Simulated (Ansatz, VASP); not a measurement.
## Ag: VASP beside Ansatz

Contents of INCAR:

```
PREC = Accurate
ENCUT = 520
EDIFF = 1E-6
ISMEAR = 0
SIGMA = 0.15
LREAL = False
LASPH = True
NELM = 60
ALGO = Normal
ISIF = 2
LWAVE = False
LCHARG = False
GGA = PS
NBANDS = 12
```

The input KPOINTS:

```
regular mesh
0
Gamma
  20 20 20
```

The input POSCAR:

```
Ag
1.0
   -1.5728713000      1.5728713000      1.6556540000
    1.5728713000     -1.5728713000      1.6556540000
    1.5728713000      1.5728713000     -1.6556540000
Ag
1
Direct
    0.0000000000      0.0000000000      0.0000000000
```

Input for Ansatz:

```yaml
crystal:
  lattice:
    - [-1.5728713, 1.5728713, 1.655654]
    - [1.5728713, -1.5728713, 1.655654]
    - [1.5728713, 1.5728713, -1.655654]
  atoms:
    - { symbol: Ag, position: [0.0, 0.0, 0.0] }
basis:
  ecutwfc: 420
kpoints:
  mp_grid: { grid: [20, 20, 20] }
hamiltonian:
  xc: pbesol
scf:
  occupations: { method: gaussian, width: 0.15 }
output:
  forces: true
  stress: true
  eigenvalues: true
```

Change from the starting cell: strain -0.050 along x and y, +0.000 along z, atoms carried along.

Alike in both runs: task single point; functional PBEsol; k mesh 20 × 20 × 20; occupations gaussian, width 0.15 eV; no spin polarisation.

|  | VASP | Ansatz |
| --- | --- | --- |
| version | VASP 6.6.1 | Ansatz 0.2.0 |
| potentials or method | VASP PAW PBE potentials, release 64 (Ag), cutoff 520 eV | scalar-relativistic, plane waves, PAW |
| valence electrons in the cell | 11 | 19 |

```tsv
	VASP	Ansatz	Ansatz less VASP
gap on the k mesh at the Fermi level (eV)	none	none	-
pressure (GPa)	2.6	2.9	+0.26
traceless stress, the component that is largest in VASP (GPa)	0.67	0.67	-0.001
```

VASP's potentials were made for PBE, not for PBEsol. A gap of «none» marks a metal or a gap that the smearing closes. The functional is the same, so the differences come from potentials, cutoffs and numerics. VASP's potentials hold 11 valence electrons a cell and Ansatz's 19, so a difference there can come from the potentials and not from the codes.
